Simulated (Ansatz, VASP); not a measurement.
# CaO: VASP beside Ansatz

POSCAR

```
CaO
1.0
    0.0000000000      2.4335133706      2.3796511456
    2.4335133706      0.0000000000      2.3796511456
    2.4335133706      2.4335133706      0.0000000000
Ca O
1 1
Direct
    0.0000000000      0.0000000000      0.0000000000
    0.5000000000      0.5000000000      0.5000000000
```

File INCAR.step1:

```
PREC = Accurate ; ENCUT = 520
EDIFF = 1E-5 ; ISMEAR = 0
SIGMA = 0.01 ; LREAL = F
LASPH = T ; NELM = 100
ALGO = Normal ; ISIF = 2
LWAVE = T ; LCHARG = F
GGA = PE ; NBANDS = 15
```

The input INCAR.step2:

```
PREC = Accurate ; ENCUT = 520
EDIFF = 1E-6 ; ISMEAR = 0
SIGMA = 0.01 ; LREAL = F
LASPH = T ; NELM = 100
ALGO = Normal ; ISIF = 2
LWAVE = F ; LCHARG = F
GGA = PE ; LHFCALC = T
HFSCREEN = 0.2079 ; PRECFOCK = Normal
ISTART = 1 ; NBANDS = 15
```

The input KPOINTS:

```
Automatic mesh
0
Gamma
  6 6 6
```

Input for Ansatz:

```yaml
crystal:
  lattice:
    - [0.0, 2.4335133706, 2.3796511456]
    - [2.4335133706, 0.0, 2.3796511456]
    - [2.4335133706, 2.4335133706, 0.0]
  atoms:
    - { symbol: Ca, position: [0.0, 0.0, 0.0] }
    - { symbol: O, position: [0.5, 0.5, 0.5] }
kpoints:
  mp_grid: { grid: [6, 6, 6] }
  band_path:
    path:
      - [0.0, 0.0, 0.0]
      - [0.5, 0.0, 0.5]
      - [0.625, 0.25, 0.625]
      - [0.375, 0.375, 0.75]
      - [0.5, 0.5, 0.5]
      - [0.5, 0.25, 0.75]
    npoints: 1
hamiltonian:
  xc: hse06
scf:
  occupations: { method: fixed }
  n_extra_bands: 4
output:
  forces: true
  stress: true
  eigenvalues: true
```

Change from the starting cell: epitaxial_xy strain +1.5%.

Alike in both runs: task single point; functional HSE06; k mesh 6 × 6 × 6; no spin polarisation.

```csv
,VASP,Ansatz
version,VASP 6.6.1,Ansatz 0.2.0
potentials or method,"VASP PAW PBE potentials, release 64 (Ca_sv, O)","plane waves, PAW"
plane-wave cutoff (eV),520,420
occupations,"gaussian, width 0.01 eV",fixed
valence electrons in the cell,16,16
```

```csv
,VASP,Ansatz,Ansatz less VASP
gap on the k mesh at the Fermi level (eV),5.22,5.24,+0.018
pressure (GPa),-1.4,-2.1,-0.68
"traceless stress, the component that is largest in VASP (GPa)",2.32,2.20,-0.121
```

Ansatz's warnings: stress exchange threshold loose, stress scf threshold loose.
